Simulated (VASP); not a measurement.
# Zr (Fm-3m) in VASP: notebook

Zr is run at these levels: PBE; tasks: single point.

Program: VASP 6.6.1. These are calculated values, not measurements. Logs are shortened: lines on timing, memory, paths and dates and some standing lists are left out, and cuts for length are marked.

## (1) The cell of the first run

Symmetry: Fm-3m, No. 225, cubic system. The conventional cell has a = 4.193 Å, b = 4.193 Å, c = 4.193 Å, α = 90.00°, β = 90.00°, γ = 90.00°. Zr (site symmetry m-3m) has 12 Zr at 2.97 Å within 3.9 Å.

## (2) Single point, PBE (Rh replaced by Zr, lengths x 1.139, strained)

Contents of INCAR:

```
PREC     = Accurate       # precision mode
ENCUT    = 520            # plane-wave cutoff, eV
EDIFF    = 1E-7           # SCF threshold, eV
ISMEAR   = 0              # smearing method
SIGMA    = 0.1            # smearing width, eV
LREAL    = False          # projectors in reciprocal space
LASPH    = True           # aspherical terms in the spheres
NELM     = 100            # most SCF steps
ALGO     = Normal         # electronic algorithm
ISIF     = 2              # what is computed and relaxed
LWAVE    = False          # write WAVECAR
LCHARG   = False          # write CHGCAR
GGA      = PE             # functional
NBANDS   = 12             # bands
```

Contents of KPOINTS:

```
regular mesh
0
Gamma
  18 18 18
```

Contents of POSCAR:

```
Zr
1.0
    0.0000000000      2.0966897660      2.0966897660
    2.0966897660      0.0000000000      2.0966897660
    2.0966897660      2.0966897660      0.0000000000
Zr
1
Direct
    0.0000000000      0.0000000000      0.0000000000
```

Potentials or basis: VASP PAW PBE potentials, release 64 (Zr_sv).

Launch:

```console
$ cat potpaw_PBE.64/Zr_sv/POTCAR > POTCAR
$ mpirun -np 1 vasp_std > vasp.out
```

OUTCAR:

```text
PREC = Accurate
   ENCUT = 520
   EDIFF = 1E-7
   ISMEAR = 0
   LREAL = False
   LASPH = True
   NELM = 100
   ISIF = 2
   GGA = PE

 ion  position               nearest neighbor table
   1  0.000  0.000  0.000-

  LATTYP: Found a face centered cubic cell.
 ALAT       =     4.1933795320

  Lattice vectors:

 A1 = (   0.0000000000,   2.0966897660,   2.0966897660)
 A2 = (   2.0966897660,   0.0000000000,   2.0966897660)
 A3 = (   2.0966897660,   2.0966897660,   0.0000000000)

Analysis of symmetry for initial positions (statically):
=====================================================================
 Subroutine PRICEL returns:
 Original cell was already a primitive cell.

 Routine SETGRP: Setting up the symmetry group for a
 face centered cubic supercell.

 Subroutine GETGRP returns: Found 48 space group operations
 (whereof 48 operations were pure point group operations)
 out of a pool of 48 trial point group operations.

The static configuration has the point symmetry O_h .

Analysis of symmetry for dynamics (positions and initial velocities):
=====================================================================
 Subroutine PRICEL returns:
 Original cell was already a primitive cell.

 Routine SETGRP: Setting up the symmetry group for a
 face centered cubic supercell.

 Subroutine GETGRP returns: Found 48 space group operations
 (whereof 48 operations were pure point group operations)
 out of a pool of 48 trial point group operations.

The dynamic configuration has the point symmetry O_h .

 Subroutine INISYM returns: Found 48 space group operations
 (whereof 48 operations are pure point group operations),
 and found     1 'primitive' translations

----------------------------------------------------------------------------------------

                                     Primitive cell

  volume of cell :      18.4345

  direct lattice vectors                    reciprocal lattice vectors
     0.000000000  2.096689766  2.096689766    -0.238471141  0.238471141  0.238471141
     2.096689766  0.000000000  2.096689766     0.238471141 -0.238471141  0.238471141
     2.096689766  2.096689766  0.000000000     0.238471141  0.238471141 -0.238471141

  length of vectors
     2.965167103  2.965167103  2.965167103     0.413044132  0.413044132  0.413044132

  position of ions in fractional coordinates (direct lattice)
     0.000000000  0.000000000  0.000000000

  ion indices of the primitive-cell ions
   primitive index   ion index
                 1           1

----------------------------------------------------------------------------------------

 KPOINTS: regular mesh

Automatic generation of k-mesh.
 Grid dimensions read from file:
 generate k-points for:   18   18   18

 Generating k-lattice:

  Cartesian coordinates                     Fractional coordinates (reciprocal lattice)
    -0.013248397  0.013248397  0.013248397     0.055555556  0.000000000  0.000000000
     0.013248397 -0.013248397  0.013248397     0.000000000  0.055555556  0.000000000
     0.013248397  0.013248397 -0.013248397     0.000000000  0.000000000  0.055555556

  Length of vectors
     0.022946896  0.022946896  0.022946896

  Shift w.r.t. Gamma in fractional coordinates (k-lattice)
     0.000000000  0.000000000  0.000000000

 Subroutine IBZKPT returns following result:
 ===========================================

 Found    195 irreducible k-points:

 Following reciprocal coordinates:
            Coordinates               Weight
  0.000000  0.000000  0.000000      1.000000
  0.055556  0.000000  0.000000      8.000000
  0.111111  0.000000  0.000000      8.000000
  0.166667  0.000000  0.000000      8.000000
  0.222222  0.000000  0.000000      8.000000
  0.277778  0.000000  0.000000      8.000000
[... 16 lines left out ...]
 -0.277778  0.055556  0.000000     24.000000
 -0.222222  0.055556  0.000000     24.000000
 [... further k-points ...]
   k-points           NKPTS =    195   k-points in BZ     NKDIM =    195   number of bands    NBANDS=     12
   number of dos      NEDOS =    301   number of ions     NIONS =      1
   total plane-waves  NPLWV =  13824
   dimension x,y,z NGX =    24 NGY =   24 NGZ =   24
   dimension x,y,z NGXF=    48 NGYF=   48 NGZF=   48
   ions per type =               1
   NGX,Y,Z   is equivalent  to a cutoff of  13.46, 13.46, 13.46 a.u.
   NGXF,Y,Z  is equivalent  to a cutoff of  26.91, 26.91, 26.91 a.u.
 SYSTEM =  unknown system
   PREC   = accura    normal or accurate (medium, high low for compatibility)
   ISTART =      0    job   : 0-new  1-cont  2-samecut
   ICHARG =      2    charge: 1-file 2-atom 10-const
   ISPIN  =      1    spin polarized calculation?
   LNONCOLLINEAR =      F non collinear calculations
   LSORBIT =      F    spin-orbit coupling
   LASPH  =      T    aspherical Exc in radial PAW
   ENCUT  =  520.0 eV  38.22 Ry    6.18 a.u.   5.51  5.51  5.51*2*pi/ulx,y,z
   NELM   =    100;   NELMIN=  2; NELMDL= -5     # of ELM steps
   EDIFF  = 0.1E-06   stopping-criterion for ELM
   LREAL  =      F    real-space projection
   EDIFFG = 0.1E-05   stopping-criterion for IOM
   NSW    =      0    number of steps for IOM
   IBRION =     -1    ionic relax: 0-MD 1-quasi-New 2-CG
   NFREE  =      0    steps in history (QN), initial steepest desc. (CG)
   ISIF   =      2    stress and relaxation
   ISYM   =      2    0-nonsym 1-usesym 2-fastsym
   POTIM  = 0.5000    time-step for ionic-motion
   TEBEG  =    0.0;   TEEND  =   0.0 temperature during run
   PSTRESS=    0.0 pullay stress
   NELECT =      12.0000    total number of electrons
   NUPDOWN=      -1.0000    fix difference up-down
   EMIN   =  10.00;   EMAX   =-10.00  energy-range for DOS
   EFERMI =   0.00;   METHOD = LEGACY
   ISMEAR =     0;   SIGMA  =   0.10  broadening in eV -4-tet -1-fermi 0-gaus
   EFERMI_NEDOS =   21; number of points for ismear=-14 and -15
   IALGO  =     38    algorithm
   IMIX   =      4    mixing-type and parameters
     AMIX     =   0.40;   BMIX     =  1.00
     AMIX_MAG =   1.60;   BMIX_MAG =  1.00
  volume/ion in A,a.u.               =      18.43       124.40
  Fermi-wavevector in a.u.,A,eV,Ry     =   1.418811  2.681163 27.388845  2.013023
  Thomas-Fermi vector in A             =   2.539897
   LORBIT       =      0    0 simple, 1 ext, 2 COOP (PROOUT), +10 PAW based schemes
   GGA     = PE    functional components
   LHFCALC =     F    Hartree Fock is set to
   AEXX    =    0.0000 exact exchange contribution
   IVDW    =     0    specifies the selected vdW correction
   LEPSILON=     F    determine dielectric tensor
   LRPA    =     F    only Hartree local field effects (RPA)
 non-spin polarized calculation
 Gauss-broadening in eV      SIGMA  =   0.10
  energy-cutoff  :      520.00
  volume of cell :       18.43
 maximum number of plane-waves:       531
 NGX is ok and might be reduce to    24
   NGX = 11   NGY = 11   NGZ = 11

 number of electron      12.0000000 magnetization

 Free energy of the ion-electron system (eV)
  ---------------------------------------------------
  ext. energy  EPLUGINS =         0.00000000
  ---------------------------------------------------
  free energy    TOTEN  =        -8.10197904 eV

  energy without entropy =       -8.09626015  energy(sigma->0) =       -8.09911960

 E-fermi :  11.7559     XC(G=0): -12.1912

 val. band max:       11.7506542616   @ k =   0.4444   0.2222   0.1111
 cond. band min:      11.7634894808   @ k =  -0.2222   0.2222   0.0000
 fundamental gap:      0.0128352192
 Fermi energy:        11.7558756821

 k-point     1 :       0.0000    0.0000    0.0000
  band No.  band energies     occupation
      1     -36.6670      2.00000
      2     -13.6866      2.00000
      3     -13.6866      2.00000
      4     -13.6866      2.00000
      5       5.9502      2.00000
      6      12.7272      0.00000
      7      12.7272      0.00000
      8      12.7272      0.00000
      9      15.9734      0.00000
     10      15.9734      0.00000
     11      22.6571      0.00000
     12      27.7858      0.00000

 k-point     2 :       0.0556    0.0000    0.0000
  band No.  band energies     occupation
      1     -36.6566      2.00000
      2     -13.7524      2.00000
      3     -13.6941      2.00000
      4     -13.6941      2.00000
      5       6.0829      2.00000
      6      12.6012      0.00000
      7      12.7898      0.00000
      8      12.7898      0.00000
      9      15.8986      0.00000
     10      15.8986      0.00000
     11      22.9474      0.00000
     12      27.2722      0.00000

 k-point     3 :       0.1111    0.0000    0.0000
  band No.  band energies     occupation
      1     -36.6265      2.00000
      2     -13.9390      2.00000
      3     -13.7158      2.00000
      4     -13.7158      2.00000
      5       6.4590      2.00000
      6      12.2881      0.00000
      7      12.9529      0.00000
      8      12.9529      0.00000
      9      15.7270      0.00000
     10      15.7270      0.00000
     11      23.7078      0.00000
     12      26.3138      0.00000
[... 286 lines left out ...]
 k-point    23 :      -0.2778    0.0556    0.0000
  band No.  band energies     occupation
      1     -36.4333      2.00000
      2     -14.9889      2.00000
      3     -13.9147      2.00000
      4     -13.8244      2.00000
      5       8.2643      2.00000
      6      11.8689      0.11001
      7      12.8882      0.00000
      8      13.0640      0.00000
      9      15.8967      0.00000
     10      17.0395      0.00000
     11      23.1725      0.00000
     12      28.1443      0.00000

 k-point    24 :      -0.2222    0.0556    0.0000
  band No.  band energies     occupation
      1     -36.4946      2.00000
      2     -14.6660      2.00000
      3     -13.8709      2.00000
      4     -13.7810      2.00000
      5       7.8899      2.00000
      6      11.6169      1.95057
      7      13.1016      0.00000
      8      13.2517      0.00000
      9      15.3340      0.00000
     10      16.4245      0.00000
     11      23.8084      0.00000
     12      27.4009      0.00000

 [... further k-points ...]
[... 5 lines left out ...]
  --------------------------------------------------------------------------------------
  -------------------------------------------------------------------------------------
  Total        3.4709497      3.4709497      3.4709497      0.0000000      0.0000000      0.0000000
  in kB      301.6660144    301.6660144    301.6660144      0.0000000      0.0000000      0.0000000
  external PRESSURE =     301.6660144 kB  Pullay stress =       0.0000000 kB

 VOLUME and BASIS-vectors are now :
 -----------------------------------------------------------------------------
  energy-cutoff  :      520.00
  volume of cell :       18.43
      direct lattice vectors                 reciprocal lattice vectors
     0.000000000  2.096689766  2.096689766    -0.238471141  0.238471141  0.238471141
     2.096689766  0.000000000  2.096689766     0.238471141 -0.238471141  0.238471141
     2.096689766  2.096689766  0.000000000     0.238471141  0.238471141 -0.238471141

 POSITION                                       TOTAL-FORCE (eV/Angst)
 -----------------------------------------------------------------------------------
      0.00000      0.00000      0.00000         0.000000      0.000000      0.000000
 -----------------------------------------------------------------------------------
    total drift:                                0.000000      0.000000      0.000000

  FREE ENERGIE OF THE ION-ELECTRON SYSTEM (eV)
  ---------------------------------------------------
  free  energy   TOTEN  =        -8.1019790379 eV

  energy  without entropy=       -8.0962601532  energy(sigma->0) =       -8.09911960
```

It took 23 s on 1 thread of Intel Xeon Platinum 8259CL at 2.50GHz (Skylake/Cascade Lake), shared host; peak memory 0.17 GiB.

What came out:

```yaml
Free_energy: -8.1020 eV
Pressure: 30.2 GPa
Band_gap_on_the_k_mesh: zero (band 6 reaches 12.73 eV, above the bottom of band 7 at 11.02 eV)
```

Levels at points of the mesh, in eV from the Fermi level:
```tsv
k point	band 4	band 5	band 6	band 7	band 8	band 9
(0.00, 0.00, 0.00)	-25.44	-5.81	0.97	0.97	0.97	4.22
(0.50, 0.00, 0.00)	-25.69	-3.57	0.70	0.70	2.24	6.67
(0.50, 0.50, 0.00)	-26.13	-4.04	-3.14	4.66	6.69	7.39
```

Caveat: the cell differs from its parent crystal (Rh replaced by Zr, lengths x 1.139, strained).

## (3) Single point, PBE (Rh replaced by Zr, lengths x 1.139, strained)

Contents of INCAR:

```
PREC = Accurate ; ENCUT = 520
EDIFF = 1E-6 ; ISMEAR = 0
SIGMA = 0.1 ; LREAL = F
LASPH = T ; NELM = 80
ALGO = Fast ; ISIF = 2
LWAVE = F ; LCHARG = F
GGA = PE ; NBANDS = 12
```

Contents of KPOINTS:

```
regular mesh
0
Gamma
  8 8 8
```

POSCAR is that of step 2.

Potentials or basis: VASP PAW PBE potentials, release 64 (Zr_sv).

Launch:

```console
$ cat potpaw_PBE.64/Zr_sv/POTCAR > POTCAR
$ mpirun -np 1 vasp_std > vasp.out
```

OUTCAR:

```text
PREC = Accurate
   ENCUT = 520
   EDIFF = 1E-6
   ISMEAR = 0
   LREAL = F
   LASPH = T
   NELM = 80
   ISIF = 2
   GGA = PE

 ion  position               nearest neighbor table
   1  0.000  0.000  0.000-

  LATTYP: Found a face centered cubic cell.
 ALAT       =     4.1933795320

  Lattice vectors:

 A1 = (   0.0000000000,   2.0966897660,   2.0966897660)
 A2 = (   2.0966897660,   0.0000000000,   2.0966897660)
 A3 = (   2.0966897660,   2.0966897660,   0.0000000000)

Analysis of symmetry for initial positions (statically):
=====================================================================
 Subroutine PRICEL returns:
 Original cell was already a primitive cell.

 Routine SETGRP: Setting up the symmetry group for a
 face centered cubic supercell.

 Subroutine GETGRP returns: Found 48 space group operations
 (whereof 48 operations were pure point group operations)
 out of a pool of 48 trial point group operations.

The static configuration has the point symmetry O_h .

Analysis of symmetry for dynamics (positions and initial velocities):
=====================================================================
 Subroutine PRICEL returns:
[... 161 lines left out ...]
 fundamental gap:      0.1152525224
 Fermi energy:        11.6511168788

 k-point     1 :       0.0000    0.0000    0.0000
  band No.  band energies     occupation
      1     -36.6707      2.00000
      2     -13.6902      2.00000
      3     -13.6902      2.00000
      4     -13.6902      2.00000
      5       5.9495      2.00000
      6      12.7259      0.00000
      7      12.7259      0.00000
      8      12.7259      0.00000
      9      15.9713      0.00000
     10      15.9713      0.00000
     11      22.6566      0.00000
     12      27.7849      0.00000
[... 331 lines left out ...]
 k-point    24 :      -0.3750    0.2500    0.1250
  band No.  band energies     occupation
      1     -36.2536      2.00000
      2     -15.3854      2.00000
      3     -14.4688      2.00000
      4     -14.1008      2.00000
      5       9.6448      2.00000
      6      10.5351      2.00000
      7      12.5275      0.00000
      8      13.9357      0.00000
      9      17.8481      0.00000
     10      20.8205      0.00000
     11      23.1406      0.00000
     12      26.1543      0.00000

 [... further k-points ...]
[... 5 lines left out ...]
  --------------------------------------------------------------------------------------
  -------------------------------------------------------------------------------------
  Total        3.6011651      3.6011651      3.6011651      0.0000000     -0.0000000      0.0000000
  in kB      312.9832500    312.9832500    312.9832500      0.0000000     -0.0000000      0.0000000
  external PRESSURE =     312.9832500 kB  Pullay stress =       0.0000000 kB

 VOLUME and BASIS-vectors are now :
 -----------------------------------------------------------------------------
  energy-cutoff  :      520.00
  volume of cell :       18.43
      direct lattice vectors                 reciprocal lattice vectors
     0.000000000  2.096689766  2.096689766    -0.238471141  0.238471141  0.238471141
     2.096689766  0.000000000  2.096689766     0.238471141 -0.238471141  0.238471141
     2.096689766  2.096689766  0.000000000     0.238471141  0.238471141 -0.238471141

 POSITION                                       TOTAL-FORCE (eV/Angst)
 -----------------------------------------------------------------------------------
      0.00000      0.00000      0.00000        -0.000000      0.000000     -0.000000
 -----------------------------------------------------------------------------------
    total drift:                               -0.000000     -0.000000     -0.000000

  FREE ENERGIE OF THE ION-ELECTRON SYSTEM (eV)
  ---------------------------------------------------
  free  energy   TOTEN  =        -8.0958026944 eV

  energy  without entropy=       -8.0877195629  energy(sigma->0) =       -8.09176113
```

OSZICAR:

```text
N       E                     dE             d eps       ncg     rms          rms(c)
DAV:   1     0.856319366538E+02    0.85632E+02   -0.72055E+03   708   0.103E+03
DAV:   2    -0.527587220689E+01   -0.90908E+02   -0.87608E+02   784   0.273E+02
DAV:   3    -0.820517772561E+01   -0.29293E+01   -0.28927E+01   988   0.422E+01
DAV:   4    -0.829895873671E+01   -0.93781E-01   -0.93725E-01   828   0.713E+00
DAV:   5    -0.830153564804E+01   -0.25769E-02   -0.25768E-02   948   0.899E-01    0.159E+01
RMM:   6    -0.811226238072E+01    0.18927E+00   -0.22898E-01   756   0.422E+00    0.725E+00
RMM:   7    -0.808740959994E+01    0.24853E-01   -0.20668E-01   814   0.366E+00    0.660E-01
RMM:   8    -0.809460536374E+01   -0.71958E-02   -0.37944E-02   905   0.169E+00    0.467E-01
RMM:   9    -0.809564345683E+01   -0.10381E-02   -0.11747E-02   956   0.875E-01    0.187E-01
RMM:  10    -0.809638463806E+01   -0.74118E-03   -0.31218E-03  1022   0.334E-01    0.360E-01
RMM:  11    -0.809579278413E+01    0.59185E-03   -0.10197E-03   818   0.356E-01    0.138E-01
RMM:  12    -0.809578489825E+01    0.78859E-05   -0.24413E-04   899   0.177E-01    0.945E-02
RMM:  13    -0.809579427551E+01   -0.93773E-05   -0.55952E-05   976   0.698E-02    0.684E-02
RMM:  14    -0.809580030528E+01   -0.60298E-05   -0.63057E-05   887   0.929E-02    0.595E-03
RMM:  15    -0.809580233904E+01   -0.20338E-05   -0.13605E-05   825   0.350E-02    0.565E-04
RMM:  16    -0.809580269443E+01   -0.35539E-06   -0.37820E-06   560   0.141E-02
   1 F= -.80958027E+01 E0= -.80917611E+01  d E =-.808313E-02
```

It took 27 s on 1 thread of AMD EPYC 7R13, shared host; peak memory 0.1 GiB.

Results:

```
Free energy            : -8.0958 eV
Pressure               : 31.3 GPa
Band gap on the k mesh : zero (band 6 reaches 12.73 eV, above the bottom of band 7 at 11.25 eV)
```

Caveat: the cell differs from its parent crystal (Rh replaced by Zr, lengths x 1.139, strained).
